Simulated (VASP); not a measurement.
# AlP (m.bB) (F-43m) in VASP: single point with PBE

Aim: the single point of AlP (m.bB) with PBE.

All numbers are computed with VASP 6.6.1; they aren't measurements. Logs are shortened: lines on timing, memory, paths and dates and some standing lists are left out, and cuts for length are marked.

### 1 The cell of the first run

It takes space group F-43m (No. 216, cubic). Conventional cell: a = 5.507 Å, b = 5.507 Å, c = 5.507 Å, α = 90.00°, β = 90.00°, γ = 90.00°. Within 3.1 Å of Al (site symmetry -43m) lie 4 P at 2.38 Å. P (site symmetry -43m) has 4 Al at 2.38 Å within 3.1 Å.

### 2 Single point, PBE

The input, INCAR:

```
SYSTEM = AlP
ALGO = Normal ; EDIFF = 1E-6
ENCUT = 500 ; GGA = PE
GGA_COMPAT = .FALSE. ; ISIF = 2
ISMEAR = 0 ; LASPH = .TRUE.
LCHARG = .TRUE. ; LELF = .TRUE.
LREAL = .FALSE. ; LVHAR = .TRUE.
LWAVE = .FALSE. ; NBANDS = 11
NELM = 120 ; PREC = Accurate
SIGMA = 0.02
```

The input, KPOINTS:

```
k-points
0
G
  8 8 8
  0 0 0
```

The input, POSCAR:

```
AlP
1.0
    0.0000000000      2.7534771407      2.7534771407
    2.7534771407      0.0000000000      2.7534771407
    2.7534771407      2.7534771407      0.0000000000
Al P
1 1
Direct
    0.0000000000      0.0000000000      0.0000000000
    0.2500000000      0.2500000000      0.2500000000
```

Potentials or basis: VASP PAW PBE potentials, release 64 (Al, P).

Launch:

```console
$ cat potpaw_PBE.64/Al/POTCAR potpaw_PBE.64/P/POTCAR > POTCAR
$ mpirun -np 1 vasp_std > vasp.out
```

OUTCAR:

```text
SYSTEM = AlP
   EDIFF = 1E-6
   ENCUT = 500
   GGA = PE
   ISIF = 2
   ISMEAR = 0
   LASPH = .TRUE.
   LREAL = .FALSE.
   NELM = 120
   PREC = Accurate

 ion  position               nearest neighbor table
   1  0.000  0.000  0.000-   2 2.38   2 2.38   2 2.38   2 2.38
   2  0.250  0.250  0.250-   1 2.38   1 2.38   1 2.38   1 2.38

  LATTYP: Found a face centered cubic cell.
 ALAT       =     5.5069542814

  Lattice vectors:

 A1 = (   0.0000000000,   2.7534771407,   2.7534771407)
 A2 = (   2.7534771407,   0.0000000000,   2.7534771407)
 A3 = (   2.7534771407,   2.7534771407,   0.0000000000)

Analysis of symmetry for initial positions (statically):
=====================================================================
 Subroutine PRICEL returns:
 Original cell was already a primitive cell.

 Routine SETGRP: Setting up the symmetry group for a
 face centered cubic supercell.

 Subroutine GETGRP returns: Found 24 space group operations
 (whereof 24 operations were pure point group operations)
 out of a pool of 48 trial point group operations.

The static configuration has the point symmetry T_d .

Analysis of symmetry for dynamics (positions and initial velocities):
=====================================================================
 Subroutine PRICEL returns:
 Original cell was already a primitive cell.

 Routine SETGRP: Setting up the symmetry group for a
 face centered cubic supercell.

 Subroutine GETGRP returns: Found 24 space group operations
 (whereof 24 operations were pure point group operations)
 out of a pool of 48 trial point group operations.

The dynamic configuration has the point symmetry T_d .

 Subroutine INISYM returns: Found 24 space group operations
 (whereof 24 operations are pure point group operations),
 and found     1 'primitive' translations

----------------------------------------------------------------------------------------

                                     Primitive cell

  volume of cell :      41.7517

  direct lattice vectors                    reciprocal lattice vectors
     0.000000000  2.753477141  2.753477141    -0.181588579  0.181588579  0.181588579
     2.753477141  0.000000000  2.753477141     0.181588579 -0.181588579  0.181588579
     2.753477141  2.753477141  0.000000000     0.181588579  0.181588579 -0.181588579

  length of vectors
     3.894004716  3.894004716  3.894004716     0.314520644  0.314520644  0.314520644

  position of ions in fractional coordinates (direct lattice)
     0.000000000  0.000000000  0.000000000
     0.250000000  0.250000000  0.250000000

  ion indices of the primitive-cell ions
   primitive index   ion index
                 1           1
                 2           2

----------------------------------------------------------------------------------------

 KPOINTS: k-points

Automatic generation of k-mesh.
 Grid dimensions read from file:
 generate k-points for:    8    8    8

 Generating k-lattice:

  Cartesian coordinates                     Fractional coordinates (reciprocal lattice)
    -0.022698572  0.022698572  0.022698572     0.125000000  0.000000000  0.000000000
     0.022698572 -0.022698572  0.022698572     0.000000000  0.125000000  0.000000000
     0.022698572  0.022698572 -0.022698572     0.000000000  0.000000000  0.125000000

  Length of vectors
     0.039315081  0.039315081  0.039315081

  Shift w.r.t. Gamma in fractional coordinates (k-lattice)
     0.000000000  0.000000000  0.000000000

 Subroutine IBZKPT returns following result:
 ===========================================

 Found     29 irreducible k-points:

 Following reciprocal coordinates:
            Coordinates               Weight
  0.000000  0.000000  0.000000      1.000000
  0.125000  0.000000  0.000000      8.000000
  0.250000  0.000000  0.000000      8.000000
  0.375000  0.000000  0.000000      8.000000
  0.500000  0.000000  0.000000      4.000000
  0.125000  0.125000  0.000000      6.000000
[... 16 lines left out ...]
  0.500000  0.250000  0.125000     48.000000
 -0.375000  0.250000  0.125000     24.000000
 [... further k-points ...]
   k-points           NKPTS =     29   k-points in BZ     NKDIM =     29   number of bands    NBANDS=     11
   number of dos      NEDOS =    301   number of ions     NIONS =      2
   total plane-waves  NPLWV =  21952
   dimension x,y,z NGX =    28 NGY =   28 NGZ =   28
   dimension x,y,z NGXF=    56 NGYF=   56 NGZF=   56
   ions per type =               1   1
   NGX,Y,Z   is equivalent  to a cutoff of  11.95, 11.95, 11.95 a.u.
   NGXF,Y,Z  is equivalent  to a cutoff of  23.91, 23.91, 23.91 a.u.
 SYSTEM =  AlP
   PREC   = accura    normal or accurate (medium, high low for compatibility)
   ISTART =      0    job   : 0-new  1-cont  2-samecut
   ICHARG =      2    charge: 1-file 2-atom 10-const
   ISPIN  =      1    spin polarized calculation?
   LNONCOLLINEAR =      F non collinear calculations
   LSORBIT =      F    spin-orbit coupling
   LASPH  =      T    aspherical Exc in radial PAW
   ENCUT  =  500.0 eV  36.75 Ry    6.06 a.u.   7.10  7.10  7.10*2*pi/ulx,y,z
   NELM   =    120;   NELMIN=  2; NELMDL= -5     # of ELM steps
   EDIFF  = 0.1E-05   stopping-criterion for ELM
   LREAL  =      F    real-space projection
   EDIFFG = 0.1E-04   stopping-criterion for IOM
   NSW    =      0    number of steps for IOM
   IBRION =     -1    ionic relax: 0-MD 1-quasi-New 2-CG
   NFREE  =      0    steps in history (QN), initial steepest desc. (CG)
   ISIF   =      2    stress and relaxation
   ISYM   =      2    0-nonsym 1-usesym 2-fastsym
   POTIM  = 0.5000    time-step for ionic-motion
   TEBEG  =    0.0;   TEEND  =   0.0 temperature during run
   PSTRESS=    0.0 pullay stress
   NELECT =       8.0000    total number of electrons
   NUPDOWN=      -1.0000    fix difference up-down
   EMIN   =  10.00;   EMAX   =-10.00  energy-range for DOS
   EFERMI =   0.00;   METHOD = LEGACY
   ISMEAR =     0;   SIGMA  =   0.02  broadening in eV -4-tet -1-fermi 0-gaus
   EFERMI_NEDOS =   21; number of points for ismear=-14 and -15
   IALGO  =     38    algorithm
   IMIX   =      4    mixing-type and parameters
     AMIX     =   0.40;   BMIX     =  1.00
     AMIX_MAG =   1.60;   BMIX_MAG =  1.00
  volume/ion in A,a.u.               =      20.88       140.88
  Fermi-wavevector in a.u.,A,eV,Ry     =   0.943800  1.783524 12.119507  0.890759
  Thomas-Fermi vector in A             =   2.071543
   LORBIT       =      0    0 simple, 1 ext, 2 COOP (PROOUT), +10 PAW based schemes
   GGA     = PE    functional components
   LHFCALC =     F    Hartree Fock is set to
   AEXX    =    0.0000 exact exchange contribution
   IVDW    =     0    specifies the selected vdW correction
   LEPSILON=     F    determine dielectric tensor
   LRPA    =     F    only Hartree local field effects (RPA)
 non-spin polarized calculation
 Gauss-broadening in eV      SIGMA  =   0.02
  energy-cutoff  :      500.00
  volume of cell :       41.75
 maximum number of plane-waves:      1068
   NGX = 15   NGY = 15   NGZ = 15

 number of electron       8.0000001 magnetization

 Free energy of the ion-electron system (eV)
  ---------------------------------------------------
  ext. energy  EPLUGINS =         0.00000000
  ---------------------------------------------------
  free energy    TOTEN  =       -10.37677331 eV

  energy without entropy =      -10.37677331  energy(sigma->0) =      -10.37677331

 E-fermi :   4.4642     XC(G=0):  -9.1094

 val. band max:        4.3478850471   @ k =   0.0000   0.0000   0.0000
 cond. band min:       5.9770889370   @ k =   0.5000   0.5000   0.0000
 fundamental gap:      1.6292038899
 Fermi energy:         4.4642094735

 k-point     1 :       0.0000    0.0000    0.0000
  band No.  band energies     occupation
      1      -7.0120      2.00000
      2       4.3479      2.00000
      3       4.3479      2.00000
      4       4.3479      2.00000
      5       7.4348      0.00000
      6       8.8733      0.00000
      7       8.8733      0.00000
      8       8.8733      0.00000
      9      13.1532      0.00000
     10      13.1532      0.00000
     11      14.4610      0.00000

 k-point     2 :       0.1250    0.0000    0.0000
  band No.  band energies     occupation
      1      -6.8447      2.00000
      2       3.1327      2.00000
      3       4.2033      2.00000
      4       4.2033      2.00000
      5       7.9075      0.00000
      6       9.1500      0.00000
      7       9.1500      0.00000
      8       9.3382      0.00000
      9      12.6745      0.00000
     10      12.6745      0.00000
     11      15.1120      0.00000

 k-point     3 :       0.2500    0.0000    0.0000
  band No.  band energies     occupation
      1      -6.3749      2.00000
      2       1.2202      2.00000
      3       3.9150      2.00000
      4       3.9150      2.00000
      5       7.5714      0.00000
      6       9.4601      0.00000
      7       9.4601      0.00000
      8      11.1199      0.00000
      9      12.6447      0.00000
     10      12.6447      0.00000
     11      14.6228      0.00000

 k-point     4 :       0.3750    0.0000    0.0000
  band No.  band energies     occupation
      1      -5.7476      2.00000
      2      -0.3789      2.00000
      3       3.6837      2.00000
      4       3.6837      2.00000
      5       7.2015      0.00000
      6       9.2939      0.00000
      7       9.2939      0.00000
      8      12.4093      0.00000
      9      13.9970      0.00000
     10      13.9970      0.00000
     11      14.8191      0.00000
[... 239 lines left out ...]
 k-point    22 :       0.3750    0.2500    0.1250
  band No.  band energies     occupation
      1      -5.9779      2.00000
      2       0.8875      2.00000
      3       2.5044      2.00000
      4       3.4558      2.00000
      5       8.1788      0.00000
      6       9.0827      0.00000
      7       9.7671      0.00000
      8      11.0753      0.00000
      9      12.6045      0.00000
     10      15.0189      0.00000
     11      17.0801      0.00000

 k-point    23 :       0.5000    0.2500    0.1250
  band No.  band energies     occupation
      1      -5.4049      2.00000
      2      -0.1895      2.00000
      3       1.9479      2.00000
      4       3.0853      2.00000
      5       8.2734      0.00000
      6       9.0964      0.00000
      7      10.3184      0.00000
      8      11.3809      0.00000
      9      13.7161      0.00000
     10      15.5456      0.00000
     11      17.0415      0.00000

 k-point    24 :      -0.3750    0.2500    0.1250
  band No.  band energies     occupation
      1      -5.0943      2.00000
      2      -0.7264      2.00000
      3       1.8126      2.00000
      4       2.9045      2.00000
      5       8.2673      0.00000
      6       8.8449      0.00000
      7      11.1539      0.00000
      8      11.9689      0.00000
      9      13.2326      0.00000
     10      15.7035      0.00000
     11      16.9096      0.00000

 [... further k-points ...]
[... 5 lines left out ...]
  --------------------------------------------------------------------------------------
  -------------------------------------------------------------------------------------
  Total       -0.0143185     -0.0143185     -0.0143185      0.0000000      0.0000000      0.0000000
  in kB       -0.5494559     -0.5494559     -0.5494559      0.0000000      0.0000000      0.0000000
  external PRESSURE =      -0.5494559 kB  Pullay stress =       0.0000000 kB

 VOLUME and BASIS-vectors are now :
 -----------------------------------------------------------------------------
  energy-cutoff  :      500.00
  volume of cell :       41.75
      direct lattice vectors                 reciprocal lattice vectors
     0.000000000  2.753477141  2.753477141    -0.181588579  0.181588579  0.181588579
     2.753477141  0.000000000  2.753477141     0.181588579 -0.181588579  0.181588579
     2.753477141  2.753477141  0.000000000     0.181588579  0.181588579 -0.181588579

 POSITION                                       TOTAL-FORCE (eV/Angst)
 -----------------------------------------------------------------------------------
      0.00000      0.00000      0.00000         0.000000      0.000000      0.000000
      1.37674      1.37674      1.37674        -0.000000     -0.000000     -0.000000
 -----------------------------------------------------------------------------------
    total drift:                               -0.000000     -0.000000     -0.000000

  FREE ENERGIE OF THE ION-ELECTRON SYSTEM (eV)
  ---------------------------------------------------
  free  energy   TOTEN  =       -10.3767733079 eV

  energy  without entropy=      -10.3767733079  energy(sigma->0) =      -10.37677331
```

Wall time 16 s (1 thread of AMD EPYC 7R43 (Zen 3), shared host); peak memory 0.12 GiB.

What came out:

```yaml
Free_energy: -10.3768 eV
Pressure: -0.1 GPa
Band_gap_on_the_k_mesh: 1.63 eV, indirect (least direct gap 3.09 eV)
```
